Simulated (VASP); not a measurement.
A run of VASP 6.6.1:

The input INCAR:

```
PREC = Accurate
ENCUT = 520
EDIFF = 1E-6
ISMEAR = -1
SIGMA = 0.1
LREAL = F
LASPH = T
NELM = 60
ALGO = Normal
ISIF = 2
LWAVE = F
LCHARG = T
GGA = PS
LELF = T
LVHAR = T
NBANDS = 21
```

KPOINTS

```
Automatic mesh
0
Gamma
  14 14 8
```

The input POSCAR:

```
Ge
1.0
    2.8844567592      0.0000000000      0.0000000000
   -1.4422283796      2.4980128296      0.0000000000
    0.0000000000      0.0000000000      4.4825196538
Ge
2
Direct
    0.3333333333      0.6666666667      0.2500000000
    0.6666666667      0.3333333333      0.7500000000
```

Potentials or basis: VASP PAW PBE potentials, release 64 (Ge_d).

The run is started by

```bash
$ cat potpaw_PBE.64/Ge_d/POTCAR > POTCAR
$ mpirun -np 1 vasp_std > vasp.out
```

Hardware: 1 thread of Intel Xeon 8259CL (shared host).

**Question.** How long does it take, and how much memory?

**Answer.** Run time: 90 s on 1 thread of Intel Xeon 8259CL, with other jobs on the host, peak memory 0.2 GiB. Counts: scf iterations 11, k points 120.
